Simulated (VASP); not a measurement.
Here is a VASP 6.6.1 calculation.

INCAR

```
SYSTEM = Nb3H
PREC = Accurate ; ENCUT = 520
EDIFF = 1E-6 ; ISMEAR = 0
SIGMA = 0.1 ; LREAL = .False.
LASPH = .True. ; NELM = 150
ALGO = Normal ; ISIF = 2
LWAVE = .False. ; LCHARG = .False.
ISPIN = 2 ; MAGMOM = 0 0 0 1
LORBIT = 11 ; LMAXMIX = 4
LDIPOL = .True. ; IDIPOL = 3
DIPOL = 0.5 0.5 0.327 ; NBANDS = 32
```

KPOINTS

```
regular mesh
0
Gamma
  9 9 1
  0 0 0
```

Contents of POSCAR:

```
Nb3H
1.0
    2.9270177637      0.0000000000      0.0000000000
    0.0000000000      2.9270177637      0.0000000000
    0.0000000000      0.0000000000     21.1957939222
Nb H
3 1
Direct
    0.5000000000      0.5000000000      0.1887166867
    0.0000000000      0.0000000000      0.2876907936
    0.5000000000      0.5000000000      0.3866707684
    0.5000000000      0.8333333333      0.4465883164
```

Potentials or basis: VASP PAW LDA potentials, release 64 (Nb_sv, H).

The run is started by

```sh
$ cat potpaw_LDA.64/Nb_sv/POTCAR potpaw_LDA.64/H/POTCAR > POTCAR
$ mpirun -np 1 vasp_std > vasp.out
```

(1) Estimate the band gap on the k mesh.

(2) Estimate the largest force.

(3) Estimate the net moment.

## Answers

(1) zero (filled and empty bands overlap).

(2) 3.696 eV/Å.

(3) 0.00 μB per cell.
